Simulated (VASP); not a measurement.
A run of VASP 6.6.1:

File INCAR:

```
ALGO     = Normal         # electronic algorithm
EDIFF    = 1E-6           # SCF threshold, eV
EDIFFG   = -0.002         # ionic threshold
ENCUT    = 600            # plane-wave cutoff, eV
GGA      = PS             # functional
IBRION   = 2              # ionic algorithm
ISIF     = 3              # what is computed and relaxed
ISMEAR   = -1             # smearing method
LASPH    = True           # aspherical terms in the spheres
LCHARG   = False          # write CHGCAR
LREAL    = False          # projectors in reciprocal space
LWAVE    = False          # write WAVECAR
NELM     = 80             # most SCF steps
NSW      = 100            # ionic steps
PREC     = Accurate       # precision mode
PSTRESS  = 40.0         
SIGMA    = 0.05           # smearing width, eV
```

KPOINTS

```
k-points
0
Gamma
  12 12 12
```

File POSCAR:

```
LaSb
1.0
    0.0000000000      3.2265567033      3.2265567033
    3.2265567033      0.0000000000      3.2265567033
    3.2265567033      3.2265567033      0.0000000000
La Sb
1 1
Direct
    0.0000000000      0.0000000000      0.0000000000
    0.5000000000      0.5000000000      0.5000000000
```

Potentials or basis: VASP PAW PBE potentials, release 64 (La, Sb).

Command:

```sh
$ cat potpaw_PBE.64/La/POTCAR potpaw_PBE.64/Sb/POTCAR > POTCAR
$ mpirun -np 1 vasp_std > vasp.out
```

Hardware: 1 thread of Intel(R) Xeon(R) Platinum 8259CL CPU @ 2.50GHz (Skylake/Cascade Lake), with other jobs on the host.

Task: Estimate the wall time of this run.

Result: It took 5.3 min on 1 thread of Intel(R) Xeon(R) Platinum 8259CL CPU @ 2.50GHz (Skylake/Cascade Lake) (shared host), peak memory 0.29 GiB. Counts: scf iterations 50, k points 72, ion steps 6.
